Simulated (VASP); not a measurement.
# AlNi (Cmmm) in VASP: a series of runs

AlNi is run at these levels: r2SCAN; tasks: single point.

Everything below comes from runs of VASP 6.6.1. Logs are shortened: lines on timing, memory, paths and dates and some standing lists are left out, and cuts for length are marked.

## (1) The cell of the first run

Symmetry: Cmmm, No. 65, orthorhombic system. The conventional cell has a = 3.897 Å, b = 3.906 Å, c = 3.099 Å, α = 90.00°, β = 90.00°, γ = 90.00°. Within 3.3 Å of Al (site symmetry mmm) lie 8 Ni at 2.49 Å and 6 Al at 2.76 to 3.10 Å. Within 3.3 Å of Ni (site symmetry mmm) lie 8 Al at 2.49 Å and 6 Ni at 2.76 to 3.10 Å.

## (2) Single point, r2SCAN (strain +0.0050 x Voigt [1, 0, 0, 0, 0, 0])

Input file POSCAR:

```
AlNi
1.0
    1.9483874700     -1.9531901500      0.0000000000
    1.9483874700      1.9531901500      0.0000000000
    0.0000000000      0.0000000000      3.0994300413
Al Ni
1 1
Direct
    0.0000000000      0.0000000000      0.0000000000
    0.5000000000      0.5000000000      0.5000000000
```

Input file INCAR.step1:

```
PREC = Accurate
ENCUT = 520
ISMEAR = 0
SIGMA = 0.15
LREAL = False
LASPH = True
NELM = 100
NBANDS = 14
GGA = PE
ALGO = Normal
EDIFF = 1E-4
LWAVE = True
LCHARG = False
```

Input file INCAR.step2:

```
PREC = Accurate
ENCUT = 520
EDIFF = 1E-7
ISMEAR = 0
SIGMA = 0.15
LREAL = False
LASPH = True
NELM = 100
ALGO = Normal
ISIF = 2
LWAVE = False
LCHARG = False
METAGGA = R2SCAN
LMIXTAU = True
NBANDS = 14
ISTART = 1
```

Input file KPOINTS:

```
Automatic mesh
0
Gamma
  18 18 16
```

Potentials or basis: VASP PAW PBE potentials, release 64 (Al, Ni).

Started as:

```sh
> cat potpaw_PBE.64/Al/POTCAR potpaw_PBE.64/Ni/POTCAR > POTCAR
> cp INCAR.step1 INCAR
> mpirun -np 1 vasp_std > vasp.out
> cp INCAR.step2 INCAR
> mpirun -np 1 vasp_std > vasp.out
```

OUTCAR:

```text
PREC = Accurate
   ENCUT = 520
   EDIFF = 1E-7
   ISMEAR = 0
   LREAL = False
   LASPH = True
   NELM = 100
   ISIF = 2
   METAGGA = R2SCAN
   ISTART = 1

 ion  position               nearest neighbor table
   1  0.000  0.000  0.000-   2 2.49   2 2.49   2 2.49   2 2.49   2 2.49   2 2.49   2 2.49   2 2.49

   2  0.500  0.500  0.500-   1 2.49   1 2.49   1 2.49   1 2.49   1 2.49   1 2.49   1 2.49   1 2.49

  LATTYP: Found a base centered orthorhombic cell.
 ALAT       =     3.8967749400
 B/A-ratio  =     1.0024649512
 C/A-ratio  =     0.7953833847

  Lattice vectors:

 A1 = (   1.9483874700,  -1.9531901500,   0.0000000000)
 A2 = (   1.9483874700,   1.9531901500,   0.0000000000)
 A3 = (   0.0000000000,   0.0000000000,   3.0994300413)

Analysis of symmetry for initial positions (statically):
=====================================================================
 Subroutine PRICEL returns:
 Original cell was already a primitive cell.

 Routine SETGRP: Setting up the symmetry group for a
 base centered orthorhombic supercell.

 Subroutine GETGRP returns: Found  8 space group operations
 (whereof  8 operations were pure point group operations)
 out of a pool of  8 trial point group operations.

The static configuration has the point symmetry D_2h.

Analysis of symmetry for dynamics (positions and initial velocities):
=====================================================================
 Subroutine PRICEL returns:
 Original cell was already a primitive cell.

 Routine SETGRP: Setting up the symmetry group for a
 base centered orthorhombic supercell.

 Subroutine GETGRP returns: Found  8 space group operations
 (whereof  8 operations were pure point group operations)
 out of a pool of  8 trial point group operations.

The dynamic configuration has the point symmetry D_2h.

 Subroutine INISYM returns: Found  8 space group operations
 (whereof  8 operations are pure point group operations),
 and found     1 'primitive' translations

----------------------------------------------------------------------------------------

                                     Primitive cell

  volume of cell :      23.5902

  direct lattice vectors                    reciprocal lattice vectors
     1.948387470 -1.953190150  0.000000000     0.256622467 -0.255991461  0.000000000
     1.948387470  1.953190150  0.000000000     0.256622467  0.255991461  0.000000000
     0.000000000  0.000000000  3.099430041     0.000000000  0.000000000  0.322639965

  length of vectors
     2.758834083  2.758834083  3.099430041     0.362473059  0.362473059  0.322639965

  position of ions in fractional coordinates (direct lattice)
     0.000000000  0.000000000  0.000000000
     0.500000000  0.500000000  0.500000000

  ion indices of the primitive-cell ions
   primitive index   ion index
                 1           1
                 2           2

----------------------------------------------------------------------------------------

 KPOINTS: Automatic mesh

Automatic generation of k-mesh.
 Grid dimensions read from file:
 generate k-points for:   18   18   16

 Generating k-lattice:

  Cartesian coordinates                     Fractional coordinates (reciprocal lattice)
     0.014256804 -0.014221748  0.000000000     0.055555556 -0.000000000  0.000000000
     0.014256804  0.014221748  0.000000000    -0.000000000  0.055555556  0.000000000
     0.000000000  0.000000000  0.020164998     0.000000000  0.000000000  0.062500000

  Length of vectors
     0.020137392  0.020137392  0.020164998

  Shift w.r.t. Gamma in fractional coordinates (k-lattice)
     0.000000000  0.000000000  0.000000000

 Subroutine IBZKPT returns following result:
 ===========================================

 Found    819 irreducible k-points:

 Following reciprocal coordinates:
            Coordinates               Weight
  0.000000  0.000000  0.000000      1.000000
  0.055556  0.000000  0.000000      4.000000
  0.111111  0.000000  0.000000      4.000000
  0.166667  0.000000  0.000000      4.000000
  0.222222  0.000000  0.000000      4.000000
  0.277778  0.000000  0.000000      4.000000
[... 16 lines left out ...]
 -0.277778  0.055556  0.000000      4.000000
 -0.222222  0.055556  0.000000      4.000000
 [... further k-points ...]
   k-points           NKPTS =    819   k-points in BZ     NKDIM =    819   number of bands    NBANDS=     14
   number of dos      NEDOS =    301   number of ions     NIONS =      2
   total plane-waves  NPLWV =  13824
   dimension x,y,z NGX =    24 NGY =   24 NGZ =   24
   dimension x,y,z NGXF=    48 NGYF=   48 NGZF=   48
   ions per type =               1   1
   NGX,Y,Z   is equivalent  to a cutoff of  14.46, 14.46, 12.87 a.u.
   NGXF,Y,Z  is equivalent  to a cutoff of  28.92, 28.92, 25.75 a.u.
 SYSTEM =  unknown system
   PREC   = accura    normal or accurate (medium, high low for compatibility)
   ISTART =      1    job   : 0-new  1-cont  2-samecut
   ICHARG =      0    charge: 1-file 2-atom 10-const
   ISPIN  =      1    spin polarized calculation?
   LNONCOLLINEAR =      F non collinear calculations
   LSORBIT =      F    spin-orbit coupling
   LASPH  =      T    aspherical Exc in radial PAW
   ENCUT  =  520.0 eV  38.22 Ry    6.18 a.u.   5.13  5.13  5.76*2*pi/ulx,y,z
   NELM   =    100;   NELMIN=  2; NELMDL=  0     # of ELM steps
   EDIFF  = 0.1E-06   stopping-criterion for ELM
   LREAL  =      F    real-space projection
   EDIFFG = 0.1E-05   stopping-criterion for IOM
   NSW    =      0    number of steps for IOM
   IBRION =     -1    ionic relax: 0-MD 1-quasi-New 2-CG
   NFREE  =      0    steps in history (QN), initial steepest desc. (CG)
   ISIF   =      2    stress and relaxation
   ISYM   =      2    0-nonsym 1-usesym 2-fastsym
   POTIM  = 0.5000    time-step for ionic-motion
   TEBEG  =    0.0;   TEEND  =   0.0 temperature during run
   PSTRESS=    0.0 pullay stress
   NELECT =      13.0000    total number of electrons
   NUPDOWN=      -1.0000    fix difference up-down
   EMIN   =  10.00;   EMAX   =-10.00  energy-range for DOS
   EFERMI =   0.00;   METHOD = LEGACY
   ISMEAR =     0;   SIGMA  =   0.15  broadening in eV -4-tet -1-fermi 0-gaus
   EFERMI_NEDOS =   21; number of points for ismear=-14 and -15
   IALGO  =     38    algorithm
   IMIX   =      4    mixing-type and parameters
     AMIX     =   0.40;   BMIX     =  1.00
     AMIX_MAG =   1.60;   BMIX_MAG =  1.00
  volume/ion in A,a.u.               =      11.80        79.60
  Fermi-wavevector in a.u.,A,eV,Ry     =   1.342184  2.536360 24.510322  1.801458
  Thomas-Fermi vector in A             =   2.470358
   LORBIT       =      0    0 simple, 1 ext, 2 COOP (PROOUT), +10 PAW based schemes
   METAGGA = R2SCAN    functional components
   LHFCALC =     F    Hartree Fock is set to
   AEXX    =    0.0000 exact exchange contribution
   IVDW    =     0    specifies the selected vdW correction
   LEPSILON=     F    determine dielectric tensor
   LRPA    =     F    only Hartree local field effects (RPA)
 non-spin polarized calculation
 Gauss-broadening in eV      SIGMA  =   0.15
  energy-cutoff  :      520.00
  volume of cell :       23.59
 maximum number of plane-waves:       652
 NGX is ok and might be reduce to    24
   NGX = 11   NGY = 11   NGZ = 11

 number of electron      13.0000005 magnetization

 Free energy of the ion-electron system (eV)
  ---------------------------------------------------
  ext. energy  EPLUGINS =         0.00000000
  ---------------------------------------------------
  free energy    TOTEN  =       -20.02799692 eV

  energy without entropy =      -20.01806096  energy(sigma->0) =      -20.02302894

 E-fermi :  10.0758     XC(G=0): -13.0850

 val. band max:       10.0736481199   @ k =   0.3889   0.1111   0.2500
 cond. band min:      10.0761260834   @ k =  -0.3889   0.1111   0.2500
 fundamental gap:      0.0024779635
 Fermi energy:        10.0757556780

 k-point     1 :       0.0000    0.0000    0.0000
  band No.  band energies     occupation
      1      -1.7619      2.00000
      2       6.5298      2.00000
      3       6.7254      2.00000
      4       8.3750      2.00000
      5       8.3813      2.00000
      6       8.6243      2.00000
      7      13.2633      0.00000
      8      17.4893      0.00000
      9      17.5592      0.00000
     10      17.5741      0.00000
     11      19.0202      0.00000
     12      25.8637      0.00000
     13      31.5099      0.00000
     14      31.5146      0.00000

 k-point     2 :       0.0556    0.0000    0.0000
  band No.  band energies     occupation
      1      -1.6967      2.00000
      2       6.5471      2.00000
      3       6.7308      2.00000
      4       8.3310      2.00000
      5       8.3821      2.00000
      6       8.5991      2.00000
      7      13.3642      0.00000
      8      16.4803      0.00000
      9      17.6364      0.00000
     10      17.6454      0.00000
     11      19.8351      0.00000
     12      26.1513      0.00000
     13      30.4918      0.00000
     14      31.5260      0.00000

 k-point     3 :       0.1111    0.0000    0.0000
  band No.  band energies     occupation
      1      -1.5017      2.00000
      2       6.5930      2.00000
      3       6.7429      2.00000
      4       8.2032      2.00000
      5       8.3927      2.00000
      6       8.5279      2.00000
      7      13.6545      0.00000
      8      14.9976      0.00000
      9      17.6832      0.00000
     10      17.8779      0.00000
     11      20.8988      0.00000
     12      27.0152      0.00000
     13      28.8969      0.00000
     14      31.5664      0.00000
[... 324 lines left out ...]
 k-point    23 :      -0.2778    0.0556    0.0000
  band No.  band energies     occupation
      1      -0.1032      2.00000
      2       6.3194      2.00000
      3       6.9527      2.00000
      4       7.6445      2.00000
      5       8.1433      2.00000
      6       8.4148      2.00000
      7      11.1616      0.00000
      8      15.4576      0.00000
      9      17.6123      0.00000
     10      19.1649      0.00000
     11      23.5958      0.00000
     12      24.3396      0.00000
     13      26.8324      0.00000
     14      27.9241      0.00000

 k-point    24 :      -0.2222    0.0556    0.0000
  band No.  band energies     occupation
      1      -0.6692      2.00000
      2       6.5783      2.00000
      3       6.8491      2.00000
      4       7.8323      2.00000
      5       8.2658      2.00000
      6       8.3920      2.00000
      7      12.2479      0.00000
      8      14.7748      0.00000
      9      17.3192      0.00000
     10      18.7236      0.00000
     11      23.0559      0.00000
     12      25.7968      0.00000
     13      28.0717      0.00000
     14      29.2021      0.00000

 [... further k-points ...]
[... 5 lines left out ...]
  --------------------------------------------------------------------------------------
  -------------------------------------------------------------------------------------
  Total        0.3083041      0.2270491     -0.7375692      0.0000000      0.0000000      0.0000000
  in kB       20.9391057     15.4205079    -50.0935342      0.0000000      0.0000000      0.0000000
  external PRESSURE =      -4.5779735 kB  Pullay stress =       0.0000000 kB

 VOLUME and BASIS-vectors are now :
 -----------------------------------------------------------------------------
  energy-cutoff  :      520.00
  volume of cell :       23.59
      direct lattice vectors                 reciprocal lattice vectors
     1.948387470 -1.953190150  0.000000000     0.256622467 -0.255991461  0.000000000
     1.948387470  1.953190150  0.000000000     0.256622467  0.255991461  0.000000000
     0.000000000  0.000000000  3.099430041     0.000000000  0.000000000  0.322639965

 POSITION                                       TOTAL-FORCE (eV/Angst)
 -----------------------------------------------------------------------------------
      0.00000      0.00000      0.00000         0.000000      0.000000      0.000000
      1.94839      0.00000      1.54972        -0.000000      0.000000      0.000000
 -----------------------------------------------------------------------------------
    total drift:                                0.000000     -0.000000     -0.000000

  FREE ENERGIE OF THE ION-ELECTRON SYSTEM (eV)
  ---------------------------------------------------
  free  energy   TOTEN  =       -20.0279969238 eV

  energy  without entropy=      -20.0180609555  energy(sigma->0) =      -20.02302894
```

Run time: 5.6 min. Hardware: 1 thread of Intel Xeon 6975P-C (Granite Rapids), shared host; peak memory 0.37 GiB.

What came out:

| Item | Value |
| --- | --- |
| Free energy | -20.0280 eV |
| Pressure | -0.5 GPa |

Stress tensor (GPa, compression positive):
```
 2.09  0.00  0.00
 0.00  1.54  0.00
 0.00  0.00 -5.01
```

Levels at points of the mesh, in eV from the Fermi level:
| k point | band 5 | band 6 | band 7 | band 8 | band 9 | band 10 |
| --- | --- | --- | --- | --- | --- | --- |
| (0.00, 0.00, 0.00) | -1.69 | -1.45 | 3.19 | 7.41 | 7.48 | 7.50 |
| (0.50, 0.00, 0.00) | -2.18 | -1.57 | -0.36 | 8.22 | 8.30 | 9.95 |
| (0.50, 0.50, 0.00) | -2.52 | -2.52 | -0.84 | 2.31 | 3.49 | 11.64 |
| (0.00, 0.00, 0.50) | -2.14 | -1.41 | -1.27 | 8.77 | 11.78 | 11.79 |
| (0.50, 0.00, 0.50) | -2.11 | -1.97 | -1.26 | 1.41 | 2.38 | 14.61 |
| (0.50, 0.50, 0.50) | -0.83 | 1.87 | 2.17 | 2.21 | 4.25 | 4.28 |

Caveat: the cell differs from its parent crystal (strain +0.0050 x Voigt [1, 0, 0, 0, 0, 0]); the PAW data sets were made with another functional, which shifts forces and pressure a little. Spin polarisation is off, so any magnetic state and its effect on volume and gap are missing.

## (3) Single point, r2SCAN (strain +0.0150 x Voigt [1, 0, 0, 0, 0, 0])

Input file POSCAR:

```
AlNi
1.0
    1.9677744100     -1.9531901500      0.0000000000
    1.9677744100      1.9531901500      0.0000000000
    0.0000000000      0.0000000000      3.0994300413
Al Ni
1 1
Direct
    0.0000000000      0.0000000000      0.0000000000
    0.5000000000      0.5000000000      0.5000000000
```

Input file INCAR.step1:

```
SYSTEM = AlNi
PREC = Accurate
ENCUT = 520
ISMEAR = 0
SIGMA = 0.15
LREAL = .False.
LASPH = .True.
NELM = 80
NBANDS = 14
GGA = PE
ALGO = Normal
EDIFF = 1E-4
LWAVE = .True.
LCHARG = .False.
```

Input file INCAR.step2:

```
SYSTEM = AlNi
PREC = Accurate
ENCUT = 520
EDIFF = 1E-7
ISMEAR = 0
SIGMA = 0.15
LREAL = .False.
LASPH = .True.
NELM = 80
ALGO = Normal
ISIF = 2
LWAVE = .False.
LCHARG = .False.
METAGGA = R2SCAN
LMIXTAU = .True.
NBANDS = 14
ISTART = 1
```

Input file KPOINTS:

```
regular mesh
0
Gamma
  18 18 16
  0 0 0
```

Potentials or basis: VASP PAW PBE potentials, release 64 (Al, Ni).

Started as:

```sh
> cat potpaw_PBE.64/Al/POTCAR potpaw_PBE.64/Ni/POTCAR > POTCAR
> cp INCAR.step1 INCAR
> mpirun -np 1 vasp_std > vasp.out
> cp INCAR.step2 INCAR
> mpirun -np 1 vasp_std > vasp.out
```

Run time: 5.5 min. Hardware: 1 thread of Intel Xeon 6975P-C (Granite Rapids), shared host; peak memory 0.38 GiB.

It converged, with:

| Item | Value |
| --- | --- |
| Free energy | -20.0289 eV |
| Pressure | -2.2 GPa |

Stress tensor (GPa, compression positive):
```
-0.88  0.00  0.00
 0.00  0.77  0.00
 0.00  0.00 -6.50
```

Levels at points of the mesh, in eV from the Fermi level:
| k point | band 4 | band 5 | band 6 | band 7 | band 8 | band 9 | band 10 | band 11 |
| --- | --- | --- | --- | --- | --- | --- | --- | --- |
| (0.00, 0.00, 0.00) | -1.68 | -1.66 | -1.44 | 3.27 | 7.35 | 7.39 | 7.44 | 8.89 |
| (0.50, 0.00, 0.00) | -2.77 | -2.16 | -1.55 | -0.36 | 8.28 | 8.31 | 9.93 | 12.08 |
| (0.50, 0.50, 0.00) | -2.49 | -2.47 | -2.47 | -0.84 | 2.26 | 3.41 | 11.61 | 14.27 |
| (0.00, 0.00, 0.50) | -2.14 | -2.12 | -1.40 | -1.23 | 8.75 | 11.65 | 11.69 | 12.08 |
| (0.50, 0.00, 0.50) | -3.06 | -2.08 | -1.95 | -1.23 | 1.40 | 2.36 | 14.42 | 16.17 |
| (0.50, 0.50, 0.50) | -1.20 | -0.83 | 1.89 | 2.13 | 2.25 | 4.20 | 4.29 | 4.55 |

Caveat: the cell differs from its parent crystal (strain +0.0150 x Voigt [1, 0, 0, 0, 0, 0]); the PAW data sets were made with another functional, which shifts forces and pressure a little.

## (4) Single point, r2SCAN (strain +0.0200 x Voigt [1, 0, 0, 0, 0, 0])

Input file POSCAR:

```
AlNi
1.0
    1.9774678800     -1.9531901500      0.0000000000
    1.9774678800      1.9531901500      0.0000000000
    0.0000000000      0.0000000000      3.0994300413
Al Ni
1 1
Direct
    0.0000000000      0.0000000000      0.0000000000
    0.5000000000      0.5000000000      0.5000000000
```

Input file INCAR.step1:

```
ALGO = Normal ; EDIFF = 1E-4
ENCUT = 520 ; GGA = PE
ISMEAR = 0 ; LASPH = True
LCHARG = False ; LREAL = False
LWAVE = True ; NBANDS = 14
NELM = 100 ; PREC = Accurate
SIGMA = 0.15
```

Input file INCAR.step2:

```
ALGO = Normal ; EDIFF = 1E-7
ENCUT = 520 ; ISIF = 2
ISMEAR = 0 ; ISTART = 1
LASPH = True ; LCHARG = True
LELF = True ; LMIXTAU = True
LREAL = False ; LVHAR = True
LWAVE = False ; METAGGA = R2SCAN
NBANDS = 14 ; NELM = 100
PREC = Accurate ; SIGMA = 0.15
```

Input file KPOINTS:

```
k-points
0
Gamma
  18 18 16
```

Started as:

```sh
> cat potpaw_PBE.64/Al/POTCAR potpaw_PBE.64/Ni/POTCAR > POTCAR
> cp INCAR.step1 INCAR
> mpirun -np 1 vasp_std > vasp.out
> cp INCAR.step2 INCAR
> mpirun -np 1 vasp_std > vasp.out
```

Run time: 5.4 min. Hardware: 1 thread of Intel Xeon 6975P-C (Granite Rapids), shared host; peak memory 0.38 GiB.

It converged, with:

```yaml
Free_energy: -20.0278 eV
Pressure: -3.0 GPa
```

Stress tensor (GPa, compression positive):
```
-2.29  0.00  0.00
 0.00  0.42  0.00
 0.00  0.00 -7.18
```

Levels at points of the mesh, in eV from the Fermi level:
| k point | band 5 | band 6 | band 7 | band 8 | band 9 | band 10 |
| --- | --- | --- | --- | --- | --- | --- |
| (0.00, 0.00, 0.00) | -1.64 | -1.43 | 3.31 | 7.27 | 7.35 | 7.45 |
| (0.50, 0.00, 0.00) | -2.15 | -1.54 | -0.37 | 8.31 | 8.32 | 9.92 |
| (0.50, 0.50, 0.00) | -2.45 | -2.44 | -0.84 | 2.23 | 3.37 | 11.59 |
| (0.00, 0.00, 0.50) | -2.10 | -1.39 | -1.21 | 8.74 | 11.58 | 11.66 |
| (0.50, 0.00, 0.50) | -2.07 | -1.94 | -1.21 | 1.39 | 2.34 | 14.32 |
| (0.50, 0.50, 0.50) | -0.83 | 1.90 | 2.09 | 2.29 | 4.15 | 4.31 |

Caveat: the cell differs from its parent crystal (strain +0.0200 x Voigt [1, 0, 0, 0, 0, 0]); the PAW data sets were made with another functional, which shifts forces and pressure a little. Spin polarisation is off, so any magnetic state and its effect on volume and gap are missing.

(Part 1 of 2 ends here.)
